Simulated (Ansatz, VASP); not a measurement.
# Sn3GeO in VASP and in Ansatz

```
Sn Ge O
1.0
     5.35836    0.00000    0.00000
     0.00000    5.35836    0.00000
     0.00000    0.00000    5.35836
Sn Ge O
3 1 1
Direct
  0.00000 0.50000 0.50000
  0.50000 0.00000 0.50000
  0.50000 0.50000 0.00000
  0.50000 0.50000 0.50000
  0.00000 0.00000 0.00000
```

Alike in both runs: functional PBE; k mesh 4 × 4 × 4; occupations gaussian, width 0.1 eV; no spin polarisation.

Ansatz relaxed the structure, and its values are those at the end. VASP's run is a single point on that final structure, the one shown.

```csv
,VASP,Ansatz
version,VASP 6.6.1,Ansatz 0.2.0
potentials or method,"VASP PAW PBE potentials, release 64 (Sn_d, Ge_d, O), cutoff 520 eV","scalar-relativistic, plane waves, PAW"
valence electrons in the cell,62,62
```

|  | VASP | Ansatz | Ansatz less VASP |
| --- | --- | --- | --- |
| gap on the k mesh at the Fermi level (eV) | none | none | - |
| pressure (GPa) | 0.0 | 0.1 | +0.06 |

A gap of «none» marks a metal or a gap that the smearing closes.
